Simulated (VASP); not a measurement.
Runs of VASP 6.6.1 on Cu. The structure is that of space group Cmcm (No. 63), or close to it. The cells are those of the table. 

```tsv
cell	further INCAR settings	gap on the mesh (eV)	pressure (GPa)	largest force (eV/Å)
a = 3.993, b = 3.993, c = 2.575 Å, angles 90.0, 90.0, 145.9°, 2 atoms	ALGO = Fast; EDIFF = 1e-06; NBANDS = 18	none	(a)	0.08
a = 3.826, b = 3.826, c = 2.475 Å, angles 90.0, 90.0, 145.9°, 2 atoms	ALGO = Fast; EDIFF = 1e-06; NBANDS = 18	none	37.7	0.33
a = 4.159, b = 4.159, c = 2.376 Å, angles 90.0, 90.0, 145.9°, 2 atoms	ALGO = Fast; EDIFF = 1e-06; NBANDS = 18	none	(b)	0.04
a = 3.993, b = 3.993, c = 2.277 Å, angles 90.0, 90.0, 145.9°, 2 atoms	ALGO = Fast; EDIFF = 1e-07; NBANDS = 18	none	36.4	0.25
a = 4.159, b = 4.159, c = 2.277 Å, angles 90.0, 90.0, 145.9°, 2 atoms	ALGO = Fast; EDIFF = 1e-07; NBANDS = 18	none	16.5	0.08
```

Alike in all rows: task single point; level PBEsol; potentials or basis VASP PAW PBE potentials, release 64 (Cu); no spin polarisation; k mesh 20 × 20 × 20; cutoff (eV) 520; smearing gaussian 0.15 eV.

Question: Estimate the missing entries.

Answer: (a) 8.0; (b) 6.7.

Caveats: the PAW data sets were made with another functional, which shifts forces and pressure a little; the stress differs along the axes, from -2 to 17 GPa (at least some runs); the stress differs along the axes, from 23 to 51 GPa (at least some runs); the stress differs along the axes, from 1 to 14 GPa (at least some runs); the stress differs along the axes, from 26 to 49 GPa (at least some runs); the stress differs along the axes, from 3 to 35 GPa (at least some runs).

A gap of «none» marks levels without a gap at the run's occupations.
